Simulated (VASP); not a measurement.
# PtS2 in VASP: a series of runs

Aim: see how the results for PtS2 move with the level of theory and the settings. Levels: r2SCAN+rVV10, optB88-vdW. Tasks: single point, relaxation of cell and atoms.

Everything below comes from runs of VASP 6.6.1. Logs are shortened: lines on timing, memory, paths and dates and some standing lists are left out, and cuts for length are marked.

## Step 1: The cell of the first run

It takes space group P3m1 (No. 156, trigonal). The conventional cell has a = 3.543 Å, b = 3.543 Å, c = 5.089 Å, α = 90.00°, β = 90.00°, γ = 120.00°. Pt (site symmetry 3m) has 6 S at 2.35 to 2.37 Å within 3.1 Å. S (site symmetry 3m) has 3 Pt at 2.35 Å and 3 S at 3.12 Å within 3.2 Å. Within 3.2 Å of S (site symmetry 3m) lie 3 Pt at 2.37 Å and 3 S at 3.12 Å.

## Step 2: Single point, r2SCAN+rVV10 (last atom moved by 0.05 Å along z, cell strained by +1.0% along z)

File INCAR:

```
SYSTEM = PtS2
  ADDGRID = .FALSE.
  ALGO = Normal
  BPARAM = 11.95
  CPARAM = 0.0093
  EDIFF = 1E-7
  EFERMI = MIDGAP
  ENCUT = 690
  GGA_COMPAT = .FALSE.
  ISIF = 2
  ISMEAR = 0
  IVDW_NL = 2
  LASPH = .TRUE.
  LCHARG = .FALSE.
  LMIXTAU = .TRUE.
  LREAL = .FALSE.
  LUSE_VDW = .TRUE.
  LWAVE = .FALSE.
  METAGGA = R2SCAN
  NBANDS = 33
  NELM = 120
  PREC = Accurate
  SIGMA = 0.03
```

File KPOINTS:

```
Automatic mesh
0
Gamma
  14 14 9
  0 0 0
```

File POSCAR:

```
PtS2
1.0
    3.5432000000      0.0000000000      0.0000000000
   -1.7716000000      3.0685012107      0.0000000000
    0.0000000000      0.0000000000      5.0891880000
Pt S
1 2
Direct
    0.0000000000      0.0000000000      0.0000000000
    0.6666666700      0.3333333300      0.7730000000
    0.3333333300      0.6666666700      0.2369230000
```

Potentials or basis: VASP PAW PBE potentials, release 64 (Pt, S).

The run is started by

```bash
$ cat potpaw_PBE.64/Pt/POTCAR potpaw_PBE.64/S/POTCAR > POTCAR
$ mpirun -np 1 vasp_std > vasp.out
```

OUTCAR:

```text
SYSTEM = PtS2
   BPARAM = 11.95
   EDIFF = 1E-7
   EFERMI = MIDGAP
   ENCUT = 690
   ISIF = 2
   ISMEAR = 0
   IVDW_NL = 2
   LASPH = .TRUE.
   LREAL = .FALSE.
   METAGGA = R2SCAN
   NELM = 120
   PREC = Accurate

 ion  position               nearest neighbor table
   1  0.000  0.000  0.000-   2 2.35   2 2.35   2 2.35   3 2.37   3 2.37   3 2.37
   2  0.667  0.333  0.773-   1 2.35   1 2.35   1 2.35
   3  0.333  0.667  0.237-   1 2.37   1 2.37   1 2.37

  LATTYP: Found a hexagonal cell.
 ALAT       =     3.5432000000
 C/A-ratio  =     1.4363253556

  Lattice vectors:

 A1 = (   3.5432000000,   0.0000000000,   0.0000000000)
 A2 = (  -1.7716000000,   3.0685012107,   0.0000000000)
 A3 = (   0.0000000000,   0.0000000000,   5.0891880000)

Analysis of symmetry for initial positions (statically):
=====================================================================
 Subroutine PRICEL returns:
 Original cell was already a primitive cell.

 Routine SETGRP: Setting up the symmetry group for a
 hexagonal supercell.

 Subroutine GETGRP returns: Found  6 space group operations
 (whereof  6 operations were pure point group operations)
 out of a pool of 24 trial point group operations.

The static configuration has the point symmetry C_3v.

Analysis of symmetry for dynamics (positions and initial velocities):
=====================================================================
 Subroutine PRICEL returns:
 Original cell was already a primitive cell.

 Routine SETGRP: Setting up the symmetry group for a
 hexagonal supercell.

 Subroutine GETGRP returns: Found  6 space group operations
 (whereof  6 operations were pure point group operations)
 out of a pool of 24 trial point group operations.

The dynamic configuration has the point symmetry C_3v.

 Subroutine INISYM returns: Found  6 space group operations
 (whereof  6 operations are pure point group operations),
 and found     1 'primitive' translations

----------------------------------------------------------------------------------------

                                     Primitive cell

  volume of cell :      55.3312

  direct lattice vectors                    reciprocal lattice vectors
     3.543200000  0.000000000  0.000000000     0.282230752  0.162946001  0.000000000
    -1.771600000  3.068501211  0.000000000     0.000000000  0.325892001  0.000000000
     0.000000000  0.000000000  5.089188000     0.000000000  0.000000000  0.196495001

  length of vectors
     3.543200000  3.543200000  5.089188000     0.325892001  0.325892001  0.196495001

  position of ions in fractional coordinates (direct lattice)
     0.000000000  0.000000000  0.000000000
     0.666666670  0.333333330  0.773000000
     0.333333330  0.666666670  0.236923000

  ion indices of the primitive-cell ions
   primitive index   ion index
                 1           1
                 2           2
                 3           3

----------------------------------------------------------------------------------------

 KPOINTS: Automatic mesh

Automatic generation of k-mesh.
 Grid dimensions read from file:
 generate k-points for:   14   14    9

 Generating k-lattice:

  Cartesian coordinates                     Fractional coordinates (reciprocal lattice)
     0.020159339  0.011639000  0.000000000     0.071428571  0.000000000  0.000000000
     0.000000000  0.023278000  0.000000000     0.000000000  0.071428571  0.000000000
     0.000000000  0.000000000  0.021832778     0.000000000  0.000000000  0.111111111

  Length of vectors
     0.023278000  0.023278000  0.021832778

  Shift w.r.t. Gamma in fractional coordinates (k-lattice)
     0.000000000  0.000000000  0.000000000

 Subroutine IBZKPT returns following result:
 ===========================================

 Found    184 irreducible k-points:

 Following reciprocal coordinates:
            Coordinates               Weight
  0.000000  0.000000  0.000000      1.000000
  0.071429  0.000000  0.000000      6.000000
  0.142857  0.000000  0.000000      6.000000
  0.214286 -0.000000  0.000000      6.000000
  0.285714  0.000000  0.000000      6.000000
  0.357143  0.000000  0.000000      6.000000
[... 16 lines left out ...]
  0.285714  0.285714  0.000000      6.000000
  0.357143  0.285714  0.000000      6.000000
 [... further k-points ...]
   k-points           NKPTS =    184   k-points in BZ     NKDIM =    184   number of bands    NBANDS=     33
   number of dos      NEDOS =    301   number of ions     NIONS =      3
   total plane-waves  NPLWV =  43200
   dimension x,y,z NGX =    30 NGY =   30 NGZ =   48
   dimension x,y,z NGXF=    60 NGYF=   60 NGZF=   96
   ions per type =               1   2
   NGX,Y,Z   is equivalent  to a cutoff of  14.08, 14.08, 15.68 a.u.
   NGXF,Y,Z  is equivalent  to a cutoff of  28.15, 28.15, 31.36 a.u.
 SYSTEM =  PtS2
   PREC   = accura    normal or accurate (medium, high low for compatibility)
   ISTART =      0    job   : 0-new  1-cont  2-samecut
   ICHARG =      2    charge: 1-file 2-atom 10-const
   ISPIN  =      1    spin polarized calculation?
   LNONCOLLINEAR =      F non collinear calculations
   LSORBIT =      F    spin-orbit coupling
   LASPH  =      T    aspherical Exc in radial PAW
   ENCUT  =  690.0 eV  50.71 Ry    7.12 a.u.   7.59  7.59 10.90*2*pi/ulx,y,z
   NELM   =    120;   NELMIN=  2; NELMDL= -5     # of ELM steps
   EDIFF  = 0.1E-06   stopping-criterion for ELM
   LREAL  =      F    real-space projection
   EDIFFG = 0.1E-05   stopping-criterion for IOM
   NSW    =      0    number of steps for IOM
   IBRION =     -1    ionic relax: 0-MD 1-quasi-New 2-CG
   NFREE  =      0    steps in history (QN), initial steepest desc. (CG)
   ISIF   =      2    stress and relaxation
   ISYM   =      2    0-nonsym 1-usesym 2-fastsym
   POTIM  = 0.5000    time-step for ionic-motion
   TEBEG  =    0.0;   TEEND  =   0.0 temperature during run

   SCALEE = 1.0000    scale energy and forces
   PSTRESS=    0.0 pullay stress
   NELECT =      22.0000    total number of electrons
   NUPDOWN=      -1.0000    fix difference up-down
   EMIN   =  10.00;   EMAX   =-10.00  energy-range for DOS
   EFERMI =   0.00;   METHOD = MIDGAP
   ISMEAR =     0;   SIGMA  =   0.03  broadening in eV -4-tet -1-fermi 0-gaus
   EFERMI_NEDOS =   21; number of points for ismear=-14 and -15
   IALGO  =     38    algorithm
   IMIX   =      4    mixing-type and parameters
     AMIX     =   0.40;   BMIX     =  1.00
     AMIX_MAG =   1.60;   BMIX_MAG =  1.00
  volume/ion in A,a.u.               =      18.44       124.46
  Fermi-wavevector in a.u.,A,eV,Ry     =   1.203813  2.274876 19.717086  1.449165
  Thomas-Fermi vector in A             =   2.339555
   LORBIT       =      0    0 simple, 1 ext, 2 COOP (PROOUT), +10 PAW based schemes
   METAGGA = R2SCAN    functional components
   LHFCALC =     F    Hartree Fock is set to
   AEXX    =    0.0000 exact exchange contribution
   IVDW_NL    =     2    kernel type
   BPARAM     =11.9500
   IVDW    =     0    specifies the selected vdW correction
   LEPSILON=     F    determine dielectric tensor
   LRPA    =     F    only Hartree local field effects (RPA)

   CSHIFT  =0.1000    complex shift for real part using Kramers Kronig

   OMEGAMAX=  -1.0    maximum frequency
 non-spin polarized calculation
 Gauss-broadening in eV      SIGMA  =   0.03
  energy-cutoff  :      690.00
  volume of cell :       55.33
 maximum number of plane-waves:      2302
   NGX = 15   NGY = 15   NGZ = 21

 number of electron      21.9999999 magnetization

 Free energy of the ion-electron system (eV)
  ---------------------------------------------------
  ext. energy  EPLUGINS =         0.00000000
  ---------------------------------------------------
  free energy    TOTEN  =       -68.37417253 eV

  energy without entropy =      -68.37417253  energy(sigma->0) =      -68.37417253

 E-fermi :   6.8280     XC(G=0): -11.3044

 val. band max:        6.3936180145   @ k =   0.0000   0.1429   0.1111
 cond. band min:       7.2624736671   @ k =   0.0000   0.2857   0.3333
 fundamental gap:      0.8688556526
 Fermi energy:         6.8280458408

 k-point     1 :       0.0000    0.0000    0.0000
  band No.  band energies     occupation
      1      -9.6573      2.00000
      2      -6.4987      2.00000
      3      -0.7706      2.00000
      4      -0.6800      2.00000
      5      -0.6800      2.00000
      6       2.3139      2.00000
[... 15 lines left out ...]
     22      20.5653      0.00000
     23      20.8931      0.00000

 k-point     2 :       0.0714    0.0000    0.0000
  band No.  band energies     occupation
      1      -9.5872      2.00000
      2      -6.5387      2.00000
      3      -0.7039      2.00000
      4      -0.6326      2.00000
      5      -0.6229      2.00000
      6       2.2190      2.00000
[... 15 lines left out ...]
     22      20.3165      0.00000
     23      21.0707      0.00000

 k-point     3 :       0.1429    0.0000    0.0000
  band No.  band energies     occupation
      1      -9.3823      2.00000
      2      -6.6482      2.00000
      3      -0.5464      2.00000
      4      -0.4990      2.00000
      5      -0.4234      2.00000
      6       1.9105      2.00000
[... 15 lines left out ...]
     22      20.3258      0.00000
     23      20.9588      0.00000

 k-point     4 :       0.2143   -0.0000    0.0000
  band No.  band energies     occupation
      1      -9.0603      2.00000
      2      -6.8017      2.00000
      3      -0.3709      2.00000
      4      -0.3073      2.00000
      5      -0.0586      2.00000
      6       1.3702      2.00000
[... 15 lines left out ...]
     22      20.4374      0.00000
     23      20.7614      0.00000

 k-point     5 :       0.2857    0.0000    0.0000
  band No.  band energies     occupation
      1      -8.6551      2.00000
      2      -6.9694      2.00000
      3      -0.3089      2.00000
      4      -0.1092      2.00000
      5       0.4397      2.00000
      6       0.8123      2.00000
[... 15 lines left out ...]
     22      20.6839      0.00000
     23      20.7203      0.00000

 k-point     6 :       0.3571    0.0000    0.0000
  band No.  band energies     occupation
      1      -8.2228      2.00000
      2      -7.1284      2.00000
      3      -0.6565      2.00000
      4       0.0353      2.00000
      5       0.7007      2.00000
      6       1.0378      2.00000
[... 15 lines left out ...]
     22      21.2050      0.00000
     23      21.2668      0.00000

 k-point     7 :       0.4286   -0.0000    0.0000
  band No.  band energies     occupation
      1      -7.8462      2.00000
      2      -7.2708      2.00000
      3      -1.1200      2.00000
      4       0.1046      2.00000
      5       0.8782      2.00000
      6       1.6292      2.00000
[... 353 lines left out ...]
     22      20.9672      0.00000
     23      22.4976      0.00000

 k-point    21 :       0.2857    0.2143    0.0000
  band No.  band energies     occupation
      1      -7.7726      2.00000
      2      -7.2450      2.00000
      3      -0.5956      2.00000
      4       0.0164      2.00000
      5       0.4809      2.00000
      6       1.2804      2.00000
[... 15 lines left out ...]
     22      21.8740      0.00000
     23      22.8683      0.00000

 k-point    22 :       0.3571    0.2143    0.0000
  band No.  band energies     occupation
      1      -7.5326      2.00000
      2      -7.3260      2.00000
      3      -0.8499      2.00000
      4      -0.0424      2.00000
      5       0.5716      2.00000
      6       1.5216      2.00000
[... 15 lines left out ...]
     22      22.3437      0.00000
     23      23.0191      0.00000

 k-point    23 :       0.2857    0.2857    0.0000
  band No.  band energies     occupation
      1      -7.5338      2.00000
      2      -7.2996      2.00000
      3      -0.6374      2.00000
      4       0.0031      2.00000
      5       0.1738      2.00000
      6       1.5214      2.00000
[... 15 lines left out ...]
     22      22.5055      0.00000
     23      22.8676      0.00000

 k-point    24 :       0.3571    0.2857    0.0000
  band No.  band energies     occupation
      1      -7.4462      2.00000
      2      -7.3152      2.00000
      3      -0.6353      2.00000
      4      -0.0785      2.00000
      5       0.0989      2.00000
      6       1.6339      2.00000
[... 15 lines left out ...]
     22      22.5888      0.00000
     23      22.7598      0.00000

 [... further k-points ...]

 [bands above 23 left out]

------------------------ aborting loop because EDIFF is reached ----------------------------------------

  FORCE on cell =-STRESS in cart. coord.  units (eV):
  Direction    XX          YY          ZZ          XY          YZ          ZX
  --------------------------------------------------------------------------------------
  -------------------------------------------------------------------------------------
  Total        1.7040994      1.7040994      1.6631663      0.0000000      0.0000000      0.0000000
  in kB       49.3440785     49.3440785     48.1588148      0.0000000      0.0000000      0.0000000
  external PRESSURE =      48.9489906 kB  Pullay stress =       0.0000000 kB

 VOLUME and BASIS-vectors are now :
 -----------------------------------------------------------------------------
  energy-cutoff  :      690.00
  volume of cell :       55.33
      direct lattice vectors                 reciprocal lattice vectors
     3.543200000  0.000000000  0.000000000     0.282230752  0.162946001  0.000000000
    -1.771600000  3.068501211  0.000000000     0.000000000  0.325892001  0.000000000
     0.000000000  0.000000000  5.089188000     0.000000000  0.000000000  0.196495001

 POSITION                                       TOTAL-FORCE (eV/Angst)
 -----------------------------------------------------------------------------------
      0.00000      0.00000      0.00000         0.000000     -0.000000      0.522826
      1.77160      1.02283      3.93394         0.000000     -0.000000     -0.992976
     -0.00000      2.04567      1.20575        -0.000000      0.000000      0.470150
 -----------------------------------------------------------------------------------
    total drift:                                0.000000     -0.000000      0.000067

  FREE ENERGIE OF THE ION-ELECTRON SYSTEM (eV)
  ---------------------------------------------------
  free  energy   TOTEN  =       -68.3741725252 eV

  energy  without entropy=      -68.3741725252  energy(sigma->0) =      -68.37417253
```

Wall time 22 min (1 thread of Intel Xeon Platinum 8488C (Sapphire Rapids), shared host); peak memory 0.67 GiB.

Results:

| Property | Result |
| --- | --- |
| Free energy | -68.3742 eV |
| Pressure | 4.9 GPa |
| Largest force | 0.993 eV/Å |
| Band gap on the k mesh | 0.87 eV (least direct gap 1.24 eV) |

Forces in eV/Å, atoms in the order of the input:
```
Pt   0.000  0.000  0.523
S    0.000  0.000 -0.993
S    0.000  0.000  0.470
```

Caveat: the cell differs from its parent crystal (last atom moved by 0.05 Å along z, cell strained by +1.0% along z); the cell stands under pressure; the PAW data sets were made with another functional, which shifts forces and pressure a little; spin-orbit coupling is left out, which moves the levels of the heavy elements. A k mesh can miss the band edges.

## Step 3: Relaxation of cell and atoms, optB88-vdW (20.09 Å³/atom)

This run uses another cell than the first one, of 20.09 Å³/atom.

File POSCAR:

```
PtS2
1.0
    3.6575749051      0.0000000000      0.0000000000
   -1.8287874525      3.1675527841      0.0000000000
    0.0000000000      0.0000000000      5.2014530458
Pt S
1 2
Direct
    0.0000000000      0.0000000000      0.0000000000
    0.6666666667      0.3333333333      0.7730000000
    0.3333333333      0.6666666667      0.2270000000
```

File INCAR.step1:

```
SYSTEM = PtS2
  GGA = BO
  LUSE_VDW = .TRUE.
  AGGAC = 0.0
  PARAM1 = 0.1833333333
  PARAM2 = 0.22
  ISMEAR = 0
  SIGMA = 0.03
  LWAVE = .FALSE.
  LCHARG = .FALSE.
  NSW = 80
  PREC = Accurate
  LASPH = .TRUE.
  LREAL = .FALSE.
  ALGO = Normal
  EDIFF = 1E-6
  NELM = 120
  GGA_COMPAT = .FALSE.
  IBRION = 2
  ISIF = 3
  EDIFFG = -0.005
  NELMIN = 4
  ENCUT = 390
  EFERMI = MIDGAP
  KPAR = 2
  POTIM = 0.5
```

File INCAR.step3:

```
SYSTEM = PtS2
  GGA = BO
  LUSE_VDW = .TRUE.
  AGGAC = 0.0
  PARAM1 = 0.1833333333
  PARAM2 = 0.22
  ISMEAR = 0
  SIGMA = 0.03
  LWAVE = .FALSE.
  LCHARG = .FALSE.
  PREC = Accurate
  LASPH = .TRUE.
  LREAL = .FALSE.
  ALGO = Normal
  EDIFF = 1E-6
  NELM = 120
  GGA_COMPAT = .FALSE.
  ISIF = 2
  ENCUT = 390
  EFERMI = MIDGAP
  KPAR = 2
```

File KPOINTS:

```
Automatic mesh
0
Gamma
  6 6 4
  0 0 0
```

Potentials or basis: VASP PAW PBE potentials, release 64 (Pt, S).

The run is started by

```bash
$ cat potpaw_PBE.64/Pt/POTCAR potpaw_PBE.64/S/POTCAR > POTCAR
$ cp INCAR.step1 INCAR
$ cp POSCAR.step1 POSCAR
$ mpirun -np 2 vasp_std > vasp.out
$ cp CONTCAR POSCAR
$ mpirun -np 2 vasp_std > vasp.out
$ cp CONTCAR POSCAR
$ cp INCAR.step3 INCAR
$ mpirun -np 2 vasp_std > vasp.out
```

It took 6.9 min on 2 MPI ranks of Intel Xeon 6975P-C (Granite Rapids), shared host; peak memory 0.3 GiB.

It converged, with:

* Free energy: -9.7558 eV
* Relaxed volume: 18.93 Å³/atom
* Relaxed cell: a = 3.597 Å, b = 3.597 Å, c = 5.068 Å, α = 90.00°, β = 90.00°, γ = 120.00°
* Space group after relaxing (to 0.1 Å): P-3m1 (No. 164)
* Energy gained by relaxing: 14.1 meV/atom
* Ionic steps: 24
* Pressure after relaxing: 0.0 GPa
* Band gap on the k mesh: 0.59 eV (least direct gap 1.28 eV)

The path:
| step | energy change (eV) | largest force (eV/Å) | pressure (GPa) | volume (Å³) |
| --- | --- | --- | --- | --- |
| 1 | 0.0000 | 0.3506 | -1.52 | 60.26 |
| 2 | -0.0245 | 0.4442 | 1.55 | 58.61 |
| 3 | -0.0245 | 0.4485 | 1.73 | 58.53 |
| 4 | -0.0378 | 0.0676 | 0.01 | 58.81 |
| 5 | -0.0379 | 0.0484 | -0.09 | 58.82 |
| 6 | -0.0384 | 0.0462 | -0.14 | 58.76 |
| 7 | -0.0399 | 0.0388 | -0.31 | 58.58 |
| 8 | -0.0416 | 0.0255 | -0.63 | 58.22 |
| 9 | -0.0404 | 0.0008 | -1.22 | 57.47 |
| 10 | -0.0419 | 0.0202 | -0.78 | 58.00 |
| 11 | -0.0422 | 0.0294 | -0.67 | 57.90 |
| 12 | -0.0429 | 0.0563 | -0.38 | 57.61 |
| 13 | -0.0433 | 0.1099 | 0.27 | 57.04 |
| 14 | -0.0434 | 0.0984 | 0.15 | 57.16 |
| 15 | -0.0436 | 0.0865 | 0.13 | 57.10 |
| 16 | -0.0442 | 0.0526 | 0.09 | 56.93 |
| 17 | -0.0444 | 0.0147 | 0.01 | 56.60 |
| 18 | -0.0444 | 0.0071 | 0.03 | 56.71 |
| 19 | -0.0444 | 0.0052 | 0.04 | 56.70 |
| 20 | -0.0444 | 0.0016 | -0.01 | 56.73 |
| 21 | -0.0444 | 0.0013 | -0.04 | 56.76 |
| 22 | -0.0445 | 0.0006 | -0.02 | 56.77 |
| 23 | -0.0445 | 0.0009 | 0.04 | 56.79 |
| 24 | -0.0424 | 0.0004 | 0.03 | 56.79 |

Final structure:
```
CELL_PARAMETERS angstrom
3.59708 0.00000 0.00000
-1.79854 3.11516 0.00000
0.00000 0.00000 5.06783
ATOMIC_POSITIONS crystal
Pt 0.00000 0.00000 0.00000
S 0.66667 0.33333 0.75618
S 0.33333 0.66667 0.24382
```

Levels at points of the mesh, in eV from the valence-band top:
| k point | band 8 | band 9 | band 10 | band 11 | band 12 | band 13 | band 14 | band 15 |
| --- | --- | --- | --- | --- | --- | --- | --- | --- |
| (0.00, 0.00, 0.00) | -2.03 | -1.11 | -1.11 | 0.00 | 1.83 | 1.83 | 4.66 | 5.02 |
| (0.50, 0.00, 0.00) | -3.13 | -3.03 | -2.94 | -2.46 | 1.28 | 2.36 | 5.28 | 6.47 |
| (0.00, 0.00, 0.50) | -2.65 | -1.39 | -1.39 | -1.21 | 2.40 | 2.40 | 5.59 | 6.70 |
| (0.50, 0.00, 0.50) | -3.04 | -2.70 | -2.66 | -1.38 | 1.47 | 1.90 | 4.96 | 5.44 |

Caveat: the PAW data sets were made with another functional, which shifts forces and pressure a little; spin-orbit coupling is left out, which moves the levels of the heavy elements.
